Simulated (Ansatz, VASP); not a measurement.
O: VASP beside Ansatz

```
CELL_PARAMETERS angstrom
1.40411 0.81066 3.36224
-1.40411 0.81066 3.36224
0.00000 -1.62133 3.36224
ATOMIC_POSITIONS crystal
O 0.05770 0.05770 0.05770
O 0.94230 0.94230 0.94230
```

Change from the starting cell: volume scaled by 0.96.

Alike in both runs: task single point; functional PBEsol; k mesh 10 × 10 × 10; occupations fermi-dirac, width 0.02 eV; no spin polarisation.

```csv
,VASP,Ansatz
version,VASP 6.6.1,Ansatz 0.2.0
potentials or method,"VASP PAW PBE potentials, release 64 (O), cutoff 520 eV","all-electron LAPW, scalar-relativistic"
```

```csv
,VASP,Ansatz,Ansatz less VASP
pressure (GPa),11.2,6.4,-4.84
"traceless stress, the component that is largest in VASP (GPa)",40.46,30.10,-10.361
rms of the force components (eV/Å),3.262,2.140,-1.1221
```

VASP's potentials were made for PBE, not for PBEsol. Atom by atom the forces differ by 1.122 eV/Å (rms over components). Ansatz ran all-electron here, and VASP with PAW potentials.

Noted on VASP's run: the standard files for N, O and F lose accuracy on very short bonds; spin is off for a triplet molecule.
